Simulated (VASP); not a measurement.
Set up this calculation in VASP 6.6.1, as the native input.

| Quantity | Value |
| --- | --- |
| Task | single point |
| Functional | PBE |
| Potentials or basis | VASP PAW PBE potentials, release 64 (P) |
| Cutoff | 520 eV |
| k mesh | 3 × 3 × 6 |
| Occupations | gaussian, width 0.1 eV |
| Spin | no spin polarisation |
| Dipole correction | no |
| Further INCAR settings | ALGO = Normal; EDIFF = 1e-07; NBANDS = 30 |

The structure of P lies in POSCAR:

```
P
1.0
    8.4543004122      0.0000000027      0.0000000000
   -4.2271502085      7.3216389268      0.0000000000
    0.0000000000      0.0000000000      4.2610123708
P
8
Direct
    0.5216954101      0.0433908201      0.2500000000
    0.9566091799      0.4783045899      0.2500000000
    0.5216954101      0.4783045899      0.2500000000
    0.4783045899      0.9566091799      0.7500000000
    0.0433908201      0.5216954101      0.7500000000
    0.4783045899      0.5216954101      0.7500000000
    0.3333333333      0.6666666667      0.7500000000
    0.6666666667      0.3333333333      0.2500000000
```

The cell was built from a structure type or drawn by symmetry, and may not be a known phase.

These files were run (other wordings do the same):

INCAR

```
  ALGO = Normal
  EDIFF = 1E-7
  ENCUT = 520
  GGA = PE
  ISIF = 2
  ISMEAR = 0
  LASPH = True
  LCHARG = False
  LREAL = False
  LWAVE = False
  NBANDS = 30
  NELM = 60
  PREC = Accurate
  SIGMA = 0.1
```

KPOINTS

```
k-points
0
Gamma
  3 3 6
```

Potentials or basis: VASP PAW PBE potentials, release 64 (P).

Command:

```console
$ cat potpaw_PBE.64/P/POTCAR > POTCAR
$ mpirun -np 1 vasp_std > vasp.out
```

Results of the run:

```
Pressure               : -0.2 GPa
Largest force          : 0.030 eV/Å
Band gap on the k mesh : zero (bands 20 and 21 overlap by 0.42 eV)
```

It took 100 s on 1 thread of Intel(R) Xeon(R) Platinum 8375C CPU @ 2.90GHz (Ice Lake) (shared host), peak memory 0.36 GiB.
